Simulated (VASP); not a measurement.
Be2Te, 3 atoms in the cell. It takes space group P-3m1 (No. 164, trigonal). Conventional cell: a = 3.659 Å, b = 3.659 Å, c = 4.175 Å, α = 90.00°, β = 90.00°, γ = 120.00°. Be (site symmetry 3m) has 3 Be at 2.42 Å and 3 Te at 2.59 Å within 3.2 Å. Within 3.5 Å of Te (site symmetry -3m) lie 12 Be at 2.59 to 3.41 Å. 

| Property | Result |
| --- | --- |
| Program | VASP 6.6.1 |
| Task | single point |
| Functional | PBE |
| Potentials or basis | VASP PAW PBE potentials, release 64 (Be, Te) |
| Cutoff | 520 eV |
| k mesh | 15 × 15 × 12 |
| Occupations | gaussian, width 0.1 eV |
| Spin | no spin polarisation |
| Dipole correction | no |
| Further INCAR settings | ALGO = Fast; EDIFF = 1e-06; NBANDS = 12 |

Potentials or basis: VASP PAW PBE potentials, release 64 (Be, Te).

The run is started by

```sh
$ cat potpaw_PBE.64/Be/POTCAR potpaw_PBE.64/Te/POTCAR > POTCAR
$ mpirun -np 1 vasp_std > vasp.out
```

Hardware: 1 thread of Intel Xeon 8259CL, with other jobs on the host.

**Question.** How long does it take, and how much memory?

**Answer.** Run time: 3.7 min on 1 thread of Intel Xeon 8259CL, on a shared host, peak memory 0.29 GiB. Counts: scf iterations 12, k points 284.
